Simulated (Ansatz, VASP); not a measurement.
# Two plane-wave programs on Ga3AsN2

Contents of INCAR:

```
SYSTEM = Ga3AsN2
PREC = Accurate
ENCUT = 520
EDIFF = 1E-6
ISMEAR = -1
SIGMA = 0.02
LREAL = .FALSE.
LASPH = .TRUE.
NELM = 80
ALGO = Normal
ISIF = 2
LWAVE = .FALSE.
LCHARG = .FALSE.
GGA = PE
NBANDS = 36
```

Contents of KPOINTS:

```
regular mesh
0
G
  9 9 4
  0 0 0
```

The input POSCAR:

```
Ga3AsN2
1.0
    3.4676470206      0.0000000000      0.0000000000
   -1.7338235103      3.0030704112      0.0000000000
    0.0000000000      0.0000000000      8.7941638507
N As Ga
2 1 3
Direct
    0.0000000000      0.0000000000      0.0203313791
    0.3333333333      0.6666666667      0.3112960113
    0.6666666667      0.3333333333      0.6592585211
    0.3333333333      0.6666666667      0.0859687479
    0.6666666667      0.3333333333      0.3754390578
    0.0000000000      0.0000000000      0.7977062828
```

Input for Ansatz:

```yaml
crystal:
  lattice:
    - [3.4676470206, 0.0, 0.0]
    - [-1.7338235103, 3.0030704112, 0.0]
    - [0.0, 0.0, 8.7941638507]
  atoms:
    - { symbol: "N", position: [0.0, 0.0, 0.0203313791] }
    - { symbol: "N", position: [0.3333333333, 0.6666666667, 0.3112960113] }
    - { symbol: As, position: [0.6666666667, 0.3333333333, 0.6592585211] }
    - { symbol: Ga, position: [0.3333333333, 0.6666666667, 0.0859687479] }
    - { symbol: Ga, position: [0.6666666667, 0.3333333333, 0.3754390578] }
    - { symbol: Ga, position: [0.0, 0.0, 0.7977062828] }
kpoints:
  mp_grid: { grid: [9, 9, 4] }
hamiltonian:
  xc: pbe
scf:
  occupations: { method: fermi_dirac, width: 0.02 }
  n_extra_bands: 5
output:
  forces: true
  stress: true
  eigenvalues: true
```

Alike in both runs: task single point; functional PBE; k mesh 9 × 9 × 4; occupations fermi-dirac, width 0.02 eV; no spin polarisation.

|  | VASP | Ansatz |
| --- | --- | --- |
| version | VASP 6.6.1 | Ansatz 0.2.0 |
| potentials or method | VASP PAW PBE potentials, release 64 (N, As, Ga_d) | plane waves, PAW |
| plane-wave cutoff (eV) | 520 | 420 |
| valence electrons in the cell | 54 | 64 |

```csv
,VASP,Ansatz,Ansatz less VASP
pressure (GPa),0.3,0.0,-0.27
"traceless stress, the component that is largest in VASP (GPa)",0.27,0.29,+0.021
rms of the force components (eV/Å),0.031,0.026,-0.0042
```

Atom by atom the forces differ by 0.005 eV/Å (rms over components). With one functional, cell and mesh, what is left measures potentials, basis and numerics. VASP's potentials hold 54 valence electrons a cell and Ansatz's 64, so a difference there can come from the potentials and not from the codes.
